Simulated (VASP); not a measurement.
# TiAl: single point with PBEsol

The system is TiAl.

```
Ti Al
1.0
     3.26664   -0.50256   -0.50256
    -0.50256    3.26664   -0.50256
    -0.50256   -0.50256    3.26664
Ti Al
1 1
Direct
  0.00000 0.00000 0.00000
  0.50000 0.50000 0.50000
```

This cell differs from its parent crystal: ratio of the length along [111] to the lengths across it x 0.6, volume and fractional coordinates fixed.

```
Program             : VASP 6.6.1
Task                : single point
Functional          : PBEsol
Potentials or basis : VASP PAW PBE potentials, release 64 (Ti_sv, Al)
Cutoff              : 520 eV
k mesh              : 16 × 16 × 16
Occupations         : gaussian, width 0.15 eV
Spin                : no spin polarisation
```

```
Pressure : 38.1 GPa
```

Stress tensor (GPa, compression positive):
```
38.12 64.09 64.09
64.09 38.12 64.09
64.09 64.09 38.12
```

Levels at points of the mesh, in eV from the Fermi level:
```csv
k point,band 4,band 5,band 6,band 7,band 8,band 9,band 10,band 11
"(0.00, 0.00, 0.00)",-32.23,-8.37,-0.57,-0.57,-0.06,1.62,1.62,6.29
"(0.50, 0.00, 0.00)",-32.24,-4.43,-4.18,-0.79,-0.35,1.73,1.74,3.44
"(0.50, 0.50, 0.00)",-32.26,-4.75,-2.93,-1.01,0.28,0.93,2.56,2.86
"(0.50, 0.50, 0.50)",-32.35,-3.15,-3.15,-1.02,0.42,2.21,2.21,2.66
```

It took 5.4 min on 1 thread of Intel(R) Xeon(R) 6975P-C (Granite Rapids), on a shared host, peak memory 0.31 GiB.

Caveat: the PAW data sets were made with another functional, which shifts forces and pressure a little.
